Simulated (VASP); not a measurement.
# TiSi2 (Cmcm) in VASP: single point with PBEsol+U

Aim: the single point of TiSi2 with PBEsol+U.

All numbers are computed with VASP 6.6.1; they aren't measurements. Logs are shortened: lines on timing, memory, paths and dates and some standing lists are left out, and cuts for length are marked.

### 1 The cell of the first run

The structure is orthorhombic, space group Cmcm (No. 63). The conventional cell has a = 3.530 Å, b = 13.519 Å, c = 3.565 Å, α = 90.00°, β = 90.00°, γ = 90.00°. Ti (site symmetry m2m) has 10 Si at 2.58 to 2.81 Å and 6 Ti at 3.31 to 3.57 Å within 3.6 Å. Si (site symmetry m2m) has 8 Si at 2.51 to 3.15 Å and 4 Ti at 2.66 to 2.67 Å within 3.3 Å. Si (site symmetry m2m) has 6 Si at 2.38 to 3.15 Å and 6 Ti at 2.58 to 2.81 Å within 3.2 Å.

### 2 Single point, PBEsol+U

File POSCAR:

```
TiSi2
1.0
    1.7651050250     -6.7592815350      0.0000000000
    1.7651050250      6.7592815350      0.0000000000
    0.0000000000      0.0000000000      3.5651739700
Ti Si
2 4
Direct
    0.1031180800      0.8968819200      0.2500000000
    0.8968819200      0.1031180800      0.7500000000
    0.7503148200      0.2496851800      0.2500000000
    0.2496851800      0.7503148200      0.7500000000
    0.4417485500      0.5582514500      0.2500000000
    0.5582514500      0.4417485500      0.7500000000
```

File INCAR.step1:

```
SYSTEM = TiSi2
PREC = Accurate ; ENCUT = 520
EDIFF = 1E-6 ; ISMEAR = -1
SIGMA = 0.05 ; LREAL = .False.
LASPH = .True. ; NELM = 150
ALGO = Normal ; ISIF = 2
LWAVE = .False. ; LCHARG = .True.
LMAXMIX = 4 ; LDAU = .True.
LDAUTYPE = 2 ; LDAUL = 2 -1
LDAUU = 4 0 ; LDAUJ = 0 0
LDAUPRINT = 1 ; GGA = PS
NBANDS = 29
```

File KPOINTS.step1:

```
Automatic mesh
0
Gamma
  8 8 8
  0 0 0
```

File INCAR.step2:

```
SYSTEM = TiSi2
PREC = Accurate ; ENCUT = 520
EDIFF = 1E-6 ; ISMEAR = -5
SIGMA = 0.05 ; LREAL = .False.
LASPH = .True. ; NELM = 150
ALGO = Normal ; ISIF = 2
LWAVE = .False. ; LCHARG = .False.
LMAXMIX = 4 ; LDAU = .True.
LDAUTYPE = 2 ; LDAUL = 2 -1
LDAUU = 4 0 ; LDAUJ = 0 0
LDAUPRINT = 1 ; GGA = PS
LORBIT = 10 ; NEDOS = 2001
ICHARG = 11
```

File KPOINTS.step2:

```
Automatic mesh
0
Gamma
  12 12 12
  0 0 0
```

Potentials or basis: VASP PAW PBE potentials, release 64 (Ti_sv, Si).

Run with:

```
cat potpaw_PBE.64/Ti_sv/POTCAR potpaw_PBE.64/Si/POTCAR > POTCAR
cp INCAR.step1 INCAR
cp KPOINTS.step1 KPOINTS
mpirun -np 1 vasp_std > vasp.out
cp INCAR.step2 INCAR
cp KPOINTS.step2 KPOINTS
mpirun -np 1 vasp_std > vasp.out
```

OUTCAR:

```text
SYSTEM = TiSi2
   PREC = Accurate
   ENCUT = 520
   EDIFF = 1E-6
   ISMEAR = -5
   LREAL = .False.
   LASPH = .True.
   NELM = 150
   ISIF = 2
   GGA = PS
   LORBIT = 10
   ICHARG = 11

 ion  position               nearest neighbor table
   1  0.103  0.897  0.250-   6 2.58   6 2.58   6 2.58   6 2.58   3 2.66   3 2.66   4 2.67   4 2.67
                             5 2.81   5 2.81
   2  0.897  0.103  0.750-   5 2.58   5 2.58   5 2.58   5 2.58   4 2.66   4 2.66   3 2.67   3 2.67
                             6 2.81   6 2.81
   3  0.750  0.250  0.250-   4 2.51   4 2.51   4 2.51   4 2.51   1 2.66   1 2.66   2 2.67   2 2.67
                             5 3.13   5 3.13
   4  0.250  0.750  0.750-   3 2.51   3 2.51   3 2.51   3 2.51   2 2.66   2 2.66   1 2.67   1 2.67
                             6 3.13   6 3.13
   5  0.442  0.558  0.250-   6 2.38   6 2.38   2 2.58   2 2.58   2 2.58   2 2.58   1 2.81   1 2.81
                             3 3.13   3 3.13
   6  0.558  0.442  0.750-   5 2.38   5 2.38   1 2.58   1 2.58   1 2.58   1 2.58   2 2.81   2 2.81
                             4 3.13   4 3.13

  LATTYP: Found a base centered orthorhombic cell.
 ALAT       =     3.5302100500
 B/A-ratio  =     3.8293934011
 C/A-ratio  =     1.0099042039

  Lattice vectors:

 A1 = (   1.7651050250,  -6.7592815350,   0.0000000000)
 A2 = (   1.7651050250,   6.7592815350,   0.0000000000)
 A3 = (   0.0000000000,   0.0000000000,   3.5651739700)

Analysis of symmetry for initial positions (statically):
=====================================================================
 Subroutine PRICEL returns:
 Original cell was already a primitive cell.

 Routine SETGRP: Setting up the symmetry group for a
 base centered orthorhombic supercell.

 Subroutine GETGRP returns: Found  8 space group operations
 (whereof  4 operations were pure point group operations)
 out of a pool of  8 trial point group operations.

The static configuration has the point symmetry C_2h.
 The point group associated with its full space group is D_2h.

Analysis of symmetry for dynamics (positions and initial velocities):
=====================================================================
 Subroutine PRICEL returns:
 Original cell was already a primitive cell.

 Routine SETGRP: Setting up the symmetry group for a
 base centered orthorhombic supercell.

 Subroutine GETGRP returns: Found  8 space group operations
 (whereof  4 operations were pure point group operations)
 out of a pool of  8 trial point group operations.

The dynamic configuration has the point symmetry C_2h.
 The point group associated with its full space group is D_2h.

 Subroutine INISYM returns: Found  8 space group operations
 (whereof  4 operations are pure point group operations),
 and found     1 'primitive' translations

----------------------------------------------------------------------------------------

                                     Primitive cell

  volume of cell :      85.0711

  direct lattice vectors                    reciprocal lattice vectors
     1.765105025 -6.759281535  0.000000000     0.283269263 -0.073972359  0.000000000
     1.765105025  6.759281535  0.000000000     0.283269263  0.073972359  0.000000000
     0.000000000  0.000000000  3.565173970     0.000000000  0.000000000  0.280491221

  length of vectors
     6.985948942  6.985948942  3.565173970     0.292768484  0.292768484  0.280491221

  position of ions in fractional coordinates (direct lattice)
     0.103118080  0.896881920  0.250000000
[... 143 lines left out ...]

  0.2264  0.0000  0.0000 -0.0000  0.0000
  0.0000  0.2059 -0.0000  0.0000  0.0000
  0.0000 -0.0000  0.1434  0.0000  0.0181
 -0.0000  0.0000  0.0000  0.2681 -0.0000
  0.0000  0.0000  0.0181 -0.0000  0.1497

 occupancies and eigenvectors

  o =  0.1282  v =  0.0000  0.0000  0.7655 -0.0000 -0.6434  0.0000  0.0000  0.0000  0.0000  0.0000      0.0000  0.0000  0.0000  0.0000  0.0000  0.0000  0.0000  0.0000  0.0000  0.0000
  o =  0.1282  v =  0.0000  0.0000  0.0000  0.0000  0.0000  0.0000  0.0000  0.7655 -0.0000 -0.6434      0.0000  0.0000  0.0000  0.0000  0.0000  0.0000  0.0000  0.0000  0.0000  0.0000
  o =  0.1649  v =  0.0000 -0.0000 -0.6434  0.0000 -0.7655  0.0000  0.0000  0.0000  0.0000  0.0000      0.0000  0.0000  0.0000  0.0000  0.0000  0.0000  0.0000  0.0000  0.0000  0.0000
  o =  0.1649  v =  0.0000  0.0000  0.0000  0.0000  0.0000  0.0000 -0.0000 -0.6434  0.0000 -0.7655      0.0000  0.0000  0.0000  0.0000  0.0000  0.0000  0.0000  0.0000  0.0000  0.0000
  o =  0.2059  v =  0.0000 -1.0000  0.0000  0.0000  0.0000  0.0000  0.0000  0.0000  0.0000  0.0000      0.0000  0.0000  0.0000  0.0000  0.0000  0.0000  0.0000  0.0000  0.0000  0.0000
  o =  0.2059  v =  0.0000  0.0000  0.0000  0.0000  0.0000  0.0000 -1.0000  0.0000  0.0000  0.0000      0.0000  0.0000  0.0000  0.0000  0.0000  0.0000  0.0000  0.0000  0.0000  0.0000
  o =  0.2264  v =  1.0000  0.0000  0.0000  0.0000  0.0000  0.0000  0.0000  0.0000  0.0000  0.0000      0.0000  0.0000  0.0000  0.0000  0.0000  0.0000  0.0000  0.0000  0.0000  0.0000
  o =  0.2264  v =  0.0000  0.0000  0.0000  0.0000  0.0000  1.0000  0.0000  0.0000  0.0000  0.0000      0.0000  0.0000  0.0000  0.0000  0.0000  0.0000  0.0000  0.0000  0.0000  0.0000
  o =  0.2681  v =  0.0000  0.0000  0.0000  0.0000  0.0000  0.0000 -0.0000  0.0000 -1.0000 -0.0000      0.0000  0.0000  0.0000  0.0000  0.0000  0.0000  0.0000  0.0000  0.0000  0.0000
  o =  0.2681  v =  0.0000 -0.0000  0.0000 -1.0000 -0.0000  0.0000  0.0000  0.0000  0.0000  0.0000      0.0000  0.0000  0.0000  0.0000  0.0000  0.0000  0.0000  0.0000  0.0000  0.0000

atom =   2  type =  1  l = 2

 onsite density matrix

spin component  1

  0.2264  0.0000  0.0000  0.0000  0.0000
  0.0000  0.2059 -0.0000  0.0000 -0.0000
  0.0000 -0.0000  0.1434  0.0000  0.0181
  0.0000  0.0000  0.0000  0.2681 -0.0000
  0.0000 -0.0000  0.0181 -0.0000  0.1497

spin component  2

  0.2264  0.0000  0.0000  0.0000  0.0000
  0.0000  0.2059 -0.0000  0.0000 -0.0000
  0.0000 -0.0000  0.1434  0.0000  0.0181
  0.0000  0.0000  0.0000  0.2681 -0.0000
  0.0000 -0.0000  0.0181 -0.0000  0.1497

 occupancies and eigenvectors

  o =  0.1282  v =  0.0000  0.0000  0.7655  0.0000 -0.6434  0.0000  0.0000  0.0000  0.0000  0.0000      0.0000  0.0000  0.0000  0.0000  0.0000  0.0000  0.0000  0.0000  0.0000  0.0000
  o =  0.1282  v =  0.0000  0.0000  0.0000  0.0000  0.0000  0.0000  0.0000  0.7655  0.0000 -0.6434      0.0000  0.0000  0.0000  0.0000  0.0000  0.0000  0.0000  0.0000  0.0000  0.0000
  o =  0.1649  v =  0.0000  0.0000  0.6434  0.0000  0.7655  0.0000  0.0000  0.0000  0.0000  0.0000      0.0000  0.0000  0.0000  0.0000  0.0000  0.0000  0.0000  0.0000  0.0000  0.0000
  o =  0.1649  v =  0.0000  0.0000  0.0000  0.0000  0.0000  0.0000  0.0000  0.6434  0.0000  0.7655      0.0000  0.0000  0.0000  0.0000  0.0000  0.0000  0.0000  0.0000  0.0000  0.0000
  o =  0.2059  v =  0.0000 -1.0000  0.0000  0.0000  0.0000  0.0000  0.0000  0.0000  0.0000  0.0000      0.0000  0.0000  0.0000  0.0000  0.0000  0.0000  0.0000  0.0000  0.0000  0.0000
  o =  0.2059  v =  0.0000  0.0000  0.0000  0.0000  0.0000  0.0000 -1.0000  0.0000  0.0000  0.0000      0.0000  0.0000  0.0000  0.0000  0.0000  0.0000  0.0000  0.0000  0.0000  0.0000
  o =  0.2264  v =  1.0000  0.0000  0.0000  0.0000  0.0000  0.0000  0.0000  0.0000  0.0000  0.0000      0.0000  0.0000  0.0000  0.0000  0.0000  0.0000  0.0000  0.0000  0.0000  0.0000
  o =  0.2264  v =  0.0000  0.0000  0.0000  0.0000  0.0000  1.0000  0.0000  0.0000  0.0000  0.0000      0.0000  0.0000  0.0000  0.0000  0.0000  0.0000  0.0000  0.0000  0.0000  0.0000
  o =  0.2681  v =  0.0000  0.0000  0.0000  0.0000  0.0000  0.0000  0.0000 -0.0000  1.0000  0.0000      0.0000  0.0000  0.0000  0.0000  0.0000  0.0000  0.0000  0.0000  0.0000  0.0000
  o =  0.2681  v =  0.0000  0.0000 -0.0000  1.0000  0.0000  0.0000  0.0000  0.0000  0.0000  0.0000      0.0000  0.0000  0.0000  0.0000  0.0000  0.0000  0.0000  0.0000  0.0000  0.0000

 number of electron      40.0000004 magnetization

 Free energy of the ion-electron system (eV)
  ---------------------------------------------------
  ext. energy  EPLUGINS =         0.00000000
  ---------------------------------------------------
  free energy    TOTEN  =       -37.20786608 eV

  energy without entropy =      -37.20786608  energy(sigma->0) =      -37.20786608

 E-fermi :  10.7375     XC(G=0): -11.7429

 val. band max:       10.8490232625   @ k =  -0.1667   0.1667   0.4167
 cond. band min:      10.6712141389   @ k =   0.0833  -0.0000   0.2500
 fundamental gap:     -0.1778091235
 Fermi energy:        10.7375336661

 k-point     1 :       0.0000    0.0000    0.0000
  band No.  band energies     occupation
      1     -46.9321      2.00000
      2     -46.9230      2.00000
      3     -23.3594      2.00000
      4     -23.2957      2.00000
      5     -23.2916      2.00000
      6     -23.2833      2.00000
[... 637 lines left out ...]
     23      11.6983      0.00000
     24      12.3329      0.00000

 [... further k-points ...]

------------------------ aborting loop because EDIFF is reached ----------------------------------------

  FORCE on cell =-STRESS in cart. coord.  units (eV):
  Direction    XX          YY          ZZ          XY          YZ          ZX
  --------------------------------------------------------------------------------------
  -------------------------------------------------------------------------------------
  Total        1.6127660      1.5641952      1.6143298      0.0000000     -0.0000000      0.0000000
  in kB       30.3738703     29.4591165     30.4033222      0.0000000     -0.0000000      0.0000000
  external PRESSURE =      30.0787697 kB  Pullay stress =       0.0000000 kB

 VOLUME and BASIS-vectors are now :
 -----------------------------------------------------------------------------
  energy-cutoff  :      520.00
  volume of cell :       85.07
      direct lattice vectors                 reciprocal lattice vectors
     1.765105025 -6.759281535  0.000000000     0.283269263 -0.073972359  0.000000000
     1.765105025  6.759281535  0.000000000     0.283269263  0.073972359  0.000000000
     0.000000000  0.000000000  3.565173970     0.000000000  0.000000000  0.280491221

 POSITION                                       TOTAL-FORCE (eV/Angst)
 -----------------------------------------------------------------------------------
      1.76511      5.36527      0.89129         0.000000      0.077619      0.000000
      1.76511     -5.36527      2.67388         0.000000     -0.077619     -0.000000
      1.76511     -3.38390      0.89129         0.000000      0.029379     -0.000000
      1.76511      3.38390      2.67388         0.000000     -0.029379      0.000000
      1.76511      0.78748      0.89129         0.000000      0.187825     -0.000000
      1.76511     -0.78748      2.67388         0.000000     -0.187825     -0.000000
 -----------------------------------------------------------------------------------
    total drift:                                0.000000      0.000000      0.000000

  FREE ENERGIE OF THE ION-ELECTRON SYSTEM (eV)
  ---------------------------------------------------
  free  energy   TOTEN  =       -37.2078660785 eV

  energy  without entropy=      -37.2078660785  energy(sigma->0) =      -37.20786608

 total charge

# of ion       s       p       d       tot
------------------------------------------
    1        2.175   6.160   1.961  10.297
    2        2.175   6.160   1.961  10.297
    3        0.751   0.895   0.000   1.646
    4        0.751   0.895   0.000   1.646
    5        0.771   0.932   0.000   1.702
    6        0.771   0.932   0.000   1.702
--------------------------------------------------
tot          7.393  15.973   3.923  27.289
```

Run time: 20 min. Hardware: 1 thread of Intel Xeon 6975P-C (Granite Rapids), shared host; peak memory 0.65 GiB.

What came out:

* Valence electrons inside the program's atomic spheres: Ti 10.30; Si 1.65, 1.70 (each value once)

Eigenvalues of the final occupation matrices:
| site | spin | trace | eigenvalues |
| --- | --- | --- | --- |
| site 1 d | 1 | 0.99 | 0.13 0.16 0.21 0.23 0.27 |
| site 1 d | 2 | 0.99 | 0.13 0.16 0.21 0.23 0.27 |
| site 2 d | 1 | 0.99 | 0.13 0.16 0.21 0.23 0.27 |
| site 2 d | 2 | 0.99 | 0.13 0.16 0.21 0.23 0.27 |

Caveat: the PAW data sets were made with another functional, which shifts forces and pressure a little; U without spin polarisation on a metal has little footing; the U is typed as a test and isn't derived for this compound; tetrahedron occupations give inexact forces and stress in metals.
